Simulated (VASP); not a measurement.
# Be2S: single point with PBE-based screened hybrid

The system is Be2S.

```xyz
3
Lattice="3.1576 0.0000 0.0000 0.0000 3.1576 0.0000 0.0000 0.0000 3.9404" Properties=species:S:1:pos:R:3 pbc="T T T"
Be    0.0000    1.5788    0.6641
Be    1.5788    0.0000    3.2763
S     1.5788    1.5788    1.9702
```

```json
{
 "Program": "VASP 6.6.1",
 "Task": "single point",
 "Functional": "PBE-based screened hybrid",
 "Potentials or basis": "VASP PAW PBE potentials, release 64 (Be, S)",
 "Cutoff": "520 eV",
 "k mesh": "4 × 4 × 4",
 "Occupations": "fermi-dirac, width 0.05 eV",
 "Spin": "no spin polarisation",
 "Dipole correction": "no",
 "Grid for exact exchange (PRECFOCK)": "Normal",
 "Share of exact exchange": "0.25",
 "Further INCAR settings": "ALGO = Normal; EDIFF = 1e-06; NBANDS = 12",
 "Screening parameter": "0.15 1/Å"
}
```

```
Pressure               : -1.1 GPa
Largest force          : 0.198 eV/Å
Band gap on the k mesh : zero (band 5 reaches 6.11 eV, above the bottom of band 6 at 5.11 eV)
```

Forces on the atoms (eV/Å):
```
Be   0.000  0.000  0.198
Be   0.000  0.000 -0.198
S    0.000  0.000  0.000
```

Stress tensor (GPa, compression positive):
```
-0.54  0.00  0.00
 0.00 -0.54  0.00
 0.00  0.00 -2.21
```

Levels at points of the mesh, in eV from the Fermi level:
| k point | band 1 | band 2 | band 3 | band 4 | band 5 | band 6 | band 7 | band 8 | band 9 | band 10 |
| --- | --- | --- | --- | --- | --- | --- | --- | --- | --- | --- |
| (0.00, 0.00, 0.00) | -17.02 | -5.92 | -4.09 | -3.29 | -3.29 | 4.39 | 5.40 | 8.26 | 8.26 | 8.77 |
| (0.50, 0.00, 0.00) | -15.83 | -8.59 | -5.08 | -2.37 | -0.47 | 0.00 | 4.55 | 6.69 | 6.77 | 9.73 |
| (0.50, 0.50, 0.00) | -14.79 | -6.88 | -6.88 | -4.32 | -2.19 | 2.56 | 3.68 | 3.68 | 7.42 | 7.42 |
| (0.00, 0.00, 0.50) | -16.62 | -9.41 | -2.72 | -2.72 | 1.00 | 4.08 | 4.08 | 5.04 | 5.61 | 10.34 |
| (0.50, 0.00, 0.50) | -15.46 | -7.84 | -7.72 | -3.47 | -2.01 | 4.58 | 6.97 | 7.65 | 7.75 | 9.27 |
| (0.50, 0.50, 0.50) | -14.37 | -6.83 | -6.61 | -6.61 | -0.39 | 1.34 | 1.34 | 1.80 | 9.48 | 11.92 |

It took 120 s on 1 thread of Intel(R) Xeon(R) Platinum 8488C (Sapphire Rapids), with other jobs on the host, peak memory 0.24 GiB.

Caveat: the k points lie up to 0.50 Å⁻¹ apart; the PAW data sets were made with another functional, which shifts forces and pressure a little.
